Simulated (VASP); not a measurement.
Input of a VASP 6.6.1 run:

File INCAR:

```
SYSTEM = ScAl3N3
ALGO = Normal ; EDIFF = 1E-7
EDIFFG = -0.08 ; ENCUT = 600
GGA = PE ; GGA_COMPAT = .FALSE.
IBRION = 2 ; ISIF = 3
ISMEAR = 0 ; LASPH = .TRUE.
LCHARG = .FALSE. ; LREAL = .FALSE.
LWAVE = .FALSE. ; NELM = 120
NELMIN = 4 ; NSW = 36
PREC = Accurate ; SIGMA = 0.2
```

KPOINTS

```
k-points
0
G
  4 4 4
  0 0 0
```

File POSCAR:

```
ScAl3N3
1.0
    4.9830673900      0.0000000000      0.0000000000
   -2.4915337000      4.3154629500      0.0000000000
    0.0000000000      0.0000000000      4.6832423200
Sc Al N
1 3 3
Direct
    0.0000000000      0.0000000000      0.0000000000
    0.5000000000      0.0000000000      0.0000000000
    0.0000000000      0.5000000000      0.0000000000
    0.5000000000      0.5000000000      0.0000000000
    0.5000000000      0.0000000000      0.5000000000
    0.0000000000      0.5000000000      0.5000000000
    0.5000000000      0.5000000000      0.5000000000
```

Potentials or basis: VASP PAW PBE potentials, release 64 (Sc_sv, Al, N).

The run is started by

```sh
$ cat potpaw_PBE.64/Sc_sv/POTCAR potpaw_PBE.64/Al/POTCAR potpaw_PBE.64/N/POTCAR > POTCAR
$ mpirun -np 1 vasp_std > vasp.out
```

(1) Estimate the band gap on the k mesh.

(2) Estimate the relaxed volume.

(3) What does it give for the space group after relaxing (to 0.1 Å)?

(4) Estimate the relaxed cell.

Answers

(1) zero (an odd number of electrons rules out a gap without spin polarisation).

(2) 17.54 Å³/atom.

(3) P6/mmm (No. 191).

(4) a = 6.404 Å, b = 6.404 Å, c = 3.458 Å, α = 90.00°, β = 90.00°, γ = 120.00°.

Caveat: the k points lie up to 0.45 Å⁻¹ apart in the final cell, too coarse for converged energies and pressures of a metal; the volume moved by over 15 % at a fixed basis, so the end points are rough.
